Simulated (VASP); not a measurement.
# Ti in VASP: single point with PBE

Aim: the single point of Ti with PBE.

All numbers are computed with VASP 6.6.1; they aren't measurements. Logs are shortened: lines on timing, memory, paths and dates and some standing lists are left out, and cuts for length are marked.

## Step 1: The cell of the first run

The cell holds a slab with vacuum, 6 atoms: a = 2.940 Å, b = 2.940 Å, c = 27.620 Å, α = 90.00°, β = 90.00°, γ = 120.00°.

## Step 2: Single point, PBE

Contents of POSCAR:

```
Ti
1.0
    2.9399472392      0.0000000000      0.0000000000
   -1.4699736196      2.5460689949      0.0000000000
    0.0000000000      0.0000000000     27.6197000000
Ti
6
Direct
    0.8333333330      0.1666666670      0.2896488051
    0.1666666670      0.8333333330      0.3737892830
    0.8333333330      0.1666666670      0.4579297610
    0.1666666670      0.8333333330      0.5420702390
    0.8333333330      0.1666666670      0.6262107170
    0.1666666670      0.8333333330      0.7103511949
```

Contents of INCAR.step1:

```
PREC = Accurate ; ENCUT = 520
EDIFF = 1E-6 ; ISMEAR = -1
SIGMA = 0.05 ; LREAL = F
LASPH = T ; NELM = 60
ALGO = Normal ; ISIF = 2
LWAVE = F ; LCHARG = T
LMAXMIX = 4 ; LDIPOL = T
IDIPOL = 3 ; DIPOL = 0.5 0.5 0.500
GGA = PE ; NBANDS = 45
```

Contents of KPOINTS.step1:

```
Automatic mesh
0
Gamma
  13 13 1
```

Contents of INCAR.step2:

```
PREC = Accurate ; ENCUT = 520
EDIFF = 1E-6 ; ISMEAR = -5
SIGMA = 0.05 ; LREAL = F
LASPH = T ; NELM = 60
ALGO = Normal ; ISIF = 2
LWAVE = F ; LCHARG = F
LMAXMIX = 4 ; LDIPOL = T
IDIPOL = 3 ; DIPOL = 0.5 0.5 0.500
GGA = PE ; LORBIT = 11
NBANDS = 45 ; NEDOS = 1001
ICHARG = 11
```

Contents of KPOINTS.step2:

```
Automatic mesh
0
Gamma
  20 20 1
```

Potentials or basis: VASP PAW PBE potentials, release 64 (Ti_sv).

Started as:

```
> cat potpaw_PBE.64/Ti_sv/POTCAR > POTCAR
> cp INCAR.step1 INCAR
> cp KPOINTS.step1 KPOINTS
> mpirun -np 1 vasp_std > vasp.out
> cp INCAR.step2 INCAR
> cp KPOINTS.step2 KPOINTS
> mpirun -np 1 vasp_std > vasp.out
```

OUTCAR:

```text
PREC = Accurate
   ENCUT = 520
   EDIFF = 1E-6
   ISMEAR = -5
   LREAL = F
   LASPH = T
   NELM = 60
   ISIF = 2
   GGA = PE
   LORBIT = 11
   ICHARG = 11

 ion  position               nearest neighbor table
   1  0.833  0.167  0.290-   2 2.88   2 2.88   2 2.88
   2  0.167  0.833  0.374-   1 2.88   1 2.88   3 2.88   3 2.88   1 2.88   3 2.88
   3  0.833  0.167  0.458-   4 2.88   2 2.88   4 2.88   2 2.88   4 2.88   2 2.88
   4  0.167  0.833  0.542-   3 2.88   5 2.88   3 2.88   5 2.88   3 2.88   5 2.88
   5  0.833  0.167  0.626-   6 2.88   6 2.88   4 2.88   4 2.88   6 2.88   4 2.88
   6  0.167  0.833  0.710-   5 2.88   5 2.88   5 2.88

  LATTYP: Found a hexagonal cell.
 ALAT       =     2.9399472392
 C/A-ratio  =     9.3946243768

  Lattice vectors:

 A1 = (   2.9399472392,   0.0000000000,   0.0000000000)
 A2 = (  -1.4699736196,   2.5460689949,   0.0000000000)
 A3 = (   0.0000000000,   0.0000000000,  27.6197000000)

Analysis of symmetry for initial positions (statically):
=====================================================================
 Subroutine PRICEL returns:
 Original cell was already a primitive cell.

 Routine SETGRP: Setting up the symmetry group for a
 hexagonal supercell.

 Subroutine GETGRP returns: Found 12 space group operations
 (whereof  4 operations were pure point group operations)
 out of a pool of 24 trial point group operations.

The static configuration has the point symmetry C_2h.
 The point group associated with its full space group is D_3d.

Analysis of symmetry for dynamics (positions and initial velocities):
=====================================================================
 Subroutine PRICEL returns:
 Original cell was already a primitive cell.

 Routine SETGRP: Setting up the symmetry group for a
 hexagonal supercell.

 Subroutine GETGRP returns: Found 12 space group operations
 (whereof  4 operations were pure point group operations)
 out of a pool of 24 trial point group operations.

The dynamic configuration has the point symmetry C_2h.
 The point group associated with its full space group is D_3d.

 Subroutine INISYM returns: Found 12 space group operations
 (whereof  4 operations are pure point group operations),
 and found     1 'primitive' translations

----------------------------------------------------------------------------------------

                                     Primitive cell

  volume of cell :     206.7420

  direct lattice vectors                    reciprocal lattice vectors
     2.939947239  0.000000000  0.000000000     0.340142159  0.196381167  0.000000000
    -1.469973620  2.546068995  0.000000000     0.000000000  0.392762334  0.000000000
     0.000000000  0.000000000 27.619700000     0.000000000  0.000000000  0.036206041

  length of vectors
     2.939947239  2.939947239 27.619700000     0.392762334  0.392762334  0.036206041

  position of ions in fractional coordinates (direct lattice)
     0.833333333  0.166666667  0.289648805
     0.166666667  0.833333333  0.373789283
     0.833333333  0.166666667  0.457929761
     0.166666667  0.833333333  0.542070239
     0.833333333  0.166666667  0.626210717
     0.166666667  0.833333333  0.710351195

  ion indices of the primitive-cell ions
   primitive index   ion index
                 1           1
                 2           2
                 3           3
                 4           4
                 5           5
                 6           6

----------------------------------------------------------------------------------------

 KPOINTS: Automatic mesh

Automatic generation of k-mesh.
 Grid dimensions read from file:
 generate k-points for:   20   20    1

 Generating k-lattice:

  Cartesian coordinates                     Fractional coordinates (reciprocal lattice)
     0.017007108  0.009819058  0.000000000     0.050000000  0.000000000  0.000000000
     0.000000000  0.019638117  0.000000000     0.000000000  0.050000000  0.000000000
     0.000000000  0.000000000  0.036206041     0.000000000  0.000000000  1.000000000

  Length of vectors
     0.019638117  0.019638117  0.036206041

  Shift w.r.t. Gamma in fractional coordinates (k-lattice)
     0.000000000  0.000000000  0.000000000

 TETIRR: Found    210 inequivalent tetrahedra from     2400

 Subroutine IBZKPT returns following result:
 ===========================================

 Found     44 irreducible k-points:

 Following reciprocal coordinates:
            Coordinates               Weight
  0.000000  0.000000  0.000000      1.000000
  0.050000  0.000000  0.000000      6.000000
  0.100000  0.000000  0.000000      6.000000
  0.150000  0.000000  0.000000      6.000000
  0.200000  0.000000  0.000000      6.000000
  0.250000  0.000000  0.000000      6.000000
[... 16 lines left out ...]
  0.200000  0.100000  0.000000     12.000000
  0.250000  0.100000  0.000000     12.000000
 [... further k-points ...]
   k-points           NKPTS =     44   k-points in BZ     NKDIM =     44   number of bands    NBANDS=     45
   number of dos      NEDOS =   1001   number of ions     NIONS =      6
   total plane-waves  NPLWV = 120960
   dimension x,y,z NGX =    24 NGY =   24 NGZ =  210
   dimension x,y,z NGXF=    48 NGYF=   48 NGZF=  420
   ions per type =               6
   NGX,Y,Z   is equivalent  to a cutoff of  13.57, 13.57, 12.64 a.u.
   NGXF,Y,Z  is equivalent  to a cutoff of  27.14, 27.14, 25.28 a.u.
 SYSTEM =  unknown system
   PREC   = accura    normal or accurate (medium, high low for compatibility)
   ISTART =      0    job   : 0-new  1-cont  2-samecut
   ICHARG =     11    charge: 1-file 2-atom 10-const
   ISPIN  =      1    spin polarized calculation?
   LNONCOLLINEAR =      F non collinear calculations
   LSORBIT =      F    spin-orbit coupling
   LASPH  =      T    aspherical Exc in radial PAW
   ENCUT  =  520.0 eV  38.22 Ry    6.18 a.u.   5.47  5.47 51.35*2*pi/ulx,y,z
   NELM   =     60;   NELMIN=  2; NELMDL=  0     # of ELM steps
   EDIFF  = 0.1E-05   stopping-criterion for ELM
   LREAL  =      F    real-space projection
   EDIFFG = 0.1E-04   stopping-criterion for IOM
   NSW    =      0    number of steps for IOM
   IBRION =     -1    ionic relax: 0-MD 1-quasi-New 2-CG
   NFREE  =      0    steps in history (QN), initial steepest desc. (CG)
   ISIF   =      2    stress and relaxation
   ISYM   =      2    0-nonsym 1-usesym 2-fastsym
   POTIM  = 0.5000    time-step for ionic-motion
   TEBEG  =    0.0;   TEEND  =   0.0 temperature during run
   PSTRESS=    0.0 pullay stress
   NELECT =      72.0000    total number of electrons
   NUPDOWN=      -1.0000    fix difference up-down
   EMIN   =  10.00;   EMAX   =-10.00  energy-range for DOS
   EFERMI =   0.00;   METHOD = LEGACY
   ISMEAR =    -5;   SIGMA  =   0.05  broadening in eV -4-tet -1-fermi 0-gaus
   EFERMI_NEDOS =   21; number of points for ismear=-14 and -15
   IALGO  =     38    algorithm
   IMIX   =      4    mixing-type and parameters
     AMIX     =   0.40;   BMIX     =  1.00
     AMIX_MAG =   1.60;   BMIX_MAG =  1.00
  volume/ion in A,a.u.               =      34.46       232.53
  Fermi-wavevector in a.u.,A,eV,Ry     =   1.151797  2.176582 18.049997  1.326637
  Thomas-Fermi vector in A             =   2.288453
   LORBIT       =     11    0 simple, 1 ext, 2 COOP (PROOUT), +10 PAW based schemes
   GGA     = PE    functional components
   LHFCALC =     F    Hartree Fock is set to
   AEXX    =    0.0000 exact exchange contribution
   IVDW    =     0    specifies the selected vdW correction
   LEPSILON=     F    determine dielectric tensor
   LRPA    =     F    only Hartree local field effects (RPA)
 non-spin polarized calculation
 Fermi weights with tetrahedron method with Bloechl corrections
  energy-cutoff  :      520.00
  volume of cell :      206.74
 maximum number of plane-waves:      5683
 NGX is ok and might be reduce to    24

 number of electron      71.9999990 magnetization

 dipolmoment           0.000000      0.000000      0.000000 electrons x Angstroem

 Free energy of the ion-electron system (eV)
  ---------------------------------------------------
  ext. energy  EPLUGINS =         0.00000000
  ---------------------------------------------------
  free energy    TOTEN  =       -45.07391514 eV

  energy without entropy =      -45.07391514  energy(sigma->0) =      -45.07391514

 E-fermi :   2.1352     XC(G=0):  -6.5650

 val. band max:        2.1191900481   @ k =   0.4000   0.1500   0.0000
 cond. band min:       2.1295975532   @ k =   0.3000   0.2500   0.0000
 fundamental gap:      0.0104075051
 Fermi energy:         2.1352122353

 k-point     1 :       0.0000    0.0000    0.0000
  band No.  band energies     occupation
      1     -54.8454      2.00000
      2     -54.8454      2.00000
      3     -54.7087      2.00000
      4     -54.6615      2.00000
      5     -54.6148      2.00000
      6     -54.5936      2.00000
[... 37 lines left out ...]
     44       2.9601      0.00000
     45       3.0872      0.00000

 k-point     2 :       0.0500    0.0000    0.0000
  band No.  band energies     occupation
      1     -54.8436      2.00000
      2     -54.8436      2.00000
      3     -54.7065      2.00000
      4     -54.6597      2.00000
      5     -54.6134      2.00000
      6     -54.5925      2.00000
[... 1048 lines left out ...]
 k-point    24 :       0.2500    0.1000    0.0000
  band No.  band energies     occupation
      1     -54.7935      2.00000
      2     -54.7935      2.00000
      3     -54.6404      2.00000
      4     -54.6083      2.00000
      5     -54.5758      2.00000
      6     -54.5657      2.00000
[... 37 lines left out ...]
     44       3.2366      0.00000
     45       3.5381      0.00000

 [... further k-points ...]

------------------------ aborting loop because EDIFF is reached ----------------------------------------

 vacuum level on the upper side and lower side of the slab       (xc-potential included)        -0.171        -0.171

  FORCE on cell =-STRESS in cart. coord.  units (eV):
  Direction    XX          YY          ZZ          XY          YZ          ZX
  --------------------------------------------------------------------------------------
  -------------------------------------------------------------------------------------
  Total       -2.2760613     -2.2760613     -2.6081511      0.0000000      0.0000000      0.0000000
  in kB      -17.6386715    -17.6386715    -20.2122503      0.0000000      0.0000000      0.0000000
  external PRESSURE =     -18.4965311 kB  Pullay stress =       0.0000000 kB

 VOLUME and BASIS-vectors are now :
 -----------------------------------------------------------------------------
  energy-cutoff  :      520.00
  volume of cell :      206.74
      direct lattice vectors                 reciprocal lattice vectors
     2.939947239  0.000000000  0.000000000     0.340142159  0.196381167  0.000000000
    -1.469973620  2.546068995  0.000000000     0.000000000  0.392762334  0.000000000
     0.000000000  0.000000000 27.619700000     0.000000000  0.000000000  0.036206041

 POSITION                                       TOTAL-FORCE (eV/Angst)
 -----------------------------------------------------------------------------------
      2.20496      0.42434      8.00001         0.000000     -0.000000      0.569722
     -0.73499      2.12172     10.32395         0.000000      0.000000     -0.656817
      2.20496      0.42434     12.64788        -0.000000     -0.000000      0.064083
     -0.73499      2.12172     14.97182        -0.000000     -0.000000     -0.064083
      2.20496      0.42434     17.29575        -0.000000     -0.000000      0.656817
     -0.73499      2.12172     19.61969        -0.000000      0.000000     -0.569722
 -----------------------------------------------------------------------------------
    total drift:                                0.000000      0.000000     -0.000000

  FREE ENERGIE OF THE ION-ELECTRON SYSTEM (eV)
  ---------------------------------------------------
  free  energy   TOTEN  =       -45.0739151393 eV

  energy  without entropy=      -45.0739151393  energy(sigma->0) =      -45.07391514

 vacuum level on the upper side and lower side of the slab         6.404         6.404

 total charge

# of ion       s       p       d       tot
------------------------------------------
    1        2.251   6.063   1.882  10.196
    2        2.247   6.123   1.872  10.242
    3        2.250   6.119   1.874  10.243
    4        2.250   6.119   1.874  10.243
    5        2.247   6.123   1.872  10.242
    6        2.251   6.063   1.882  10.196
--------------------------------------------------
tot         13.497  36.610  11.257  61.363
```

Wall time 5 min (1 thread of Intel Xeon 6975P-C (Granite Rapids), shared host); peak memory 0.49 GiB.

What came out:

```yaml
Valence_electrons_inside_the_program's_atomic_spheres: Ti 10.20, 10.24 (each value once)
```

Levels at points of the mesh, in eV from the Fermi level:
| k point | band 34 | band 35 | band 36 | band 37 | band 38 | band 39 | band 40 | band 41 |
| --- | --- | --- | --- | --- | --- | --- | --- | --- |
| (0.00, 0.00, 0.00) | 0.30 | 0.57 | 0.65 | 0.65 | 0.65 | 0.66 | 0.66 | 0.75 |
| (0.50, 0.00, 0.00) | -0.86 | -0.85 | 0.14 | 0.33 | 0.59 | 0.93 | 0.96 | 1.08 |

Caveat: tetrahedron occupations give inexact forces and stress in metals.
